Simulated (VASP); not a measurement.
Wanted: the native input for a VASP 6.6.1 run.

```yaml
Task: single point
Functional: PBE
Potentials_or_basis: VASP PAW PBE potentials, release 64 (Ge_d)
Cutoff: 500 eV
k_mesh: 6 × 6 × 6
Occupations: gaussian, width 0.01 eV
Spin: no spin polarisation
Dipole_correction: no
Further_INCAR_settings: ALGO = Normal; EDIFF = 1e-06; NBANDS = 21
```

The structure of Ge lies in POSCAR:

```
Ge
1.0
    0.0000000000      2.6341034206      2.6341034206
    2.6341034206      0.0000000000      2.6341034206
    2.6341034206      2.6341034206      0.0000000000
Ge
2
Direct
    0.5000000000      0.5000000000      0.5000000000
    0.7500000000      0.7500000000      0.7500000000
```

The input as run:

INCAR

```
PREC = Accurate
ENCUT = 500
EDIFF = 1E-6
ISMEAR = 0
SIGMA = 0.01
LREAL = False
LASPH = True
NELM = 120
ALGO = Normal
ISIF = 2
LWAVE = False
LCHARG = True
GGA = PE
LELF = True
LVHAR = True
NBANDS = 21
GGA_COMPAT = False
```

KPOINTS

```
regular mesh
0
Gamma
  6 6 6
```

Potentials or basis: VASP PAW PBE potentials, release 64 (Ge_d).

Run with:

```bash
$ cat potpaw_PBE.64/Ge_d/POTCAR > POTCAR
$ mpirun -np 1 vasp_std > vasp.out
```

Results of the run:

| Property | Result |
| --- | --- |
| Pressure | 29.6 GPa |
| Band gap on the k mesh | 0.33 eV (least direct gap 2.14 eV) |

Caveat: the cell stands under pressure.

It took 8.5 s on 1 thread of AMD EPYC 7R13 Processor (Zen 3), on a shared host, peak memory 0.12 GiB.
